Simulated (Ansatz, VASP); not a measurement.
## Cu2SnO: VASP beside Ansatz

File INCAR:

```
PREC = Accurate
ENCUT = 520
EDIFF = 1E-7
ISMEAR = 0
SIGMA = 0.1
LREAL = F
LASPH = T
NELM = 150
ALGO = Normal
ISIF = 2
LWAVE = F
LCHARG = F
ISPIN = 2
MAGMOM = 1 1 0 0
LORBIT = 11
LMAXMIX = 4
GGA = PE
NBANDS = 33
```

File KPOINTS:

```
Automatic mesh
0
Gamma
  4 4 4
```

Contents of POSCAR:

```
Cu2SnO
1.0
    4.2420829900      0.0000000000      0.0000000000
    0.0000000000      4.2420829900      0.0000000000
    0.0000000000      0.0000000000      4.0027800100
Cu Sn O
2 1 1
Direct
    0.0000000000      0.5000000000      0.5000000000
    0.5000000000      0.0000000000      0.5000000000
    0.0000000000      0.0000000000      0.0000000000
    0.5000000000      0.5000000000      0.5000000000
```

Input for Ansatz:

```yaml
crystal:
  lattice:
    - [4.24208299, 0.0, 0.0]
    - [0.0, 4.24208299, 0.0]
    - [0.0, 0.0, 4.00278001]
  atoms:
    - { symbol: Cu, position: [0.0, 0.5, 0.5], spin: 1.0 }
    - { symbol: Cu, position: [0.5, 0.0, 0.5], spin: 1.0 }
    - { symbol: Sn, position: [0.0, 0.0, 0.0] }
    - { symbol: O, position: [0.5, 0.5, 0.5] }
basis:
  ecutwfc: 420
kpoints:
  mp_grid: { grid: [4, 4, 4] }
hamiltonian:
  xc: pbe
scf:
  occupations: { method: gaussian, width: 0.1 }
  lower_state_search: "off"
output:
  forces: true
  stress: true
  eigenvalues: true
  populations: true
magnetization:
  spin_polarized: true
```

Alike in both runs: task single point; functional PBE; k mesh 4 × 4 × 4; occupations gaussian, width 0.1 eV; collinear spin.

```csv
,VASP,Ansatz
version,VASP 6.6.1,Ansatz 0.2.0
potentials or method,"VASP PAW PBE potentials, release 64 (Cu, Sn_d, O), cutoff 520 eV","scalar-relativistic, plane waves, PAW"
valence electrons in the cell,42,58
```

```csv
,VASP,Ansatz,Ansatz less VASP
gap on the k mesh at the Fermi level (eV),none,none,-
pressure (GPa),-9.4,-9.6,-0.17
"traceless stress, the component that is largest in VASP (GPa)",5.67,5.78,+0.112
net moment per atom (μB),0.00,0.00,0.000
```

A gap of «none» marks a metal or a gap that the smearing closes. With one functional, cell and mesh, what is left measures potentials, basis and numerics. VASP's potentials hold 42 valence electrons a cell and Ansatz's 58, so a difference there can come from the potentials and not from the codes. Ansatz's warnings: seeded moment not kept.

The k mesh is coarse, so the values compare programs but aren't converged.
